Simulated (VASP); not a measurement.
Crystal: NbBiF.

```xyz
3
Lattice="3.3419 0.0000 0.0000 0.0000 3.3419 0.0000 0.0000 0.0000 5.3671" Properties=species:S:1:pos:R:3 pbc="T T T"
Nb    0.0000    0.0000    0.0000
Bi    1.6709    1.6709    2.6835
F     0.0000    0.0000    2.6835
```

The cell was generated, and may not be a known phase.

```yaml
Program: VASP 6.6.1
Task: relaxation of cell and atoms
Functional: PBE
Potentials_or_basis: VASP PAW PBE potentials, release 64 (Nb_sv, Bi_d, F)
Cutoff: 600 eV
k_mesh: 6 × 6 × 4
Occupations: gaussian, width 0.1 eV
Spin: no spin polarisation
```

At the start: pressure 5.5 GPa; volume 19.98 Å³/atom.

**Question.** How do energy, volume and symmetry change on relaxing?

**Answer.** Over 12 steps the energy falls by 534.6 meV/atom and the volume is 20.68 Å³/atom (+3.5 %); space group P4/mmm (No. 123, to 0.1 Å) before and after.

Step by step:
| step | energy change (eV) | largest force (eV/Å) | pressure (GPa) | volume (Å³) |
| --- | --- | --- | --- | --- |
| 1 | 0.0000 | 0.0000 | 5.54 | 59.94 |
| 2 | -0.4023 | 0.0000 | -5.88 | 65.84 |
| 3 | -0.4312 | 0.0000 | -8.15 | 67.85 |
| 4 | -0.9573 | 0.0000 | -7.43 | 65.12 |
| 5 | -1.5831 | 0.0000 | 3.19 | 59.84 |
| 6 | -1.5855 | 0.0000 | 0.51 | 60.65 |
| 7 | -1.5908 | 0.0000 | 1.76 | 60.26 |
| 8 | -1.5895 | 0.0000 | 2.39 | 60.08 |
| 9 | -1.5996 | 0.0000 | -0.60 | 61.95 |
| 10 | -1.6003 | 0.0000 | 0.00 | 61.56 |
| 11 | -1.6032 | 0.0000 | 0.01 | 61.82 |
| 12 | -1.6039 | 0.0000 | 0.03 | 62.03 |

Final structure:
```
Nb Bi F
1.0
     3.93359    0.00000    0.00000
     0.00000    3.93359    0.00000
     0.00000    0.00000    4.00889
Nb Bi F
1 1 1
Cartesian
  0.0000 0.0000 0.0000
  1.9668 1.9668 2.0044
  0.0000 0.0000 2.0044
```

Caveat: a cell axis changed by over 15 % at a fixed basis, so the end point is rough; an odd number of electrons without spin polarisation forces a metal; a magnetic or distorted state may lie lower.
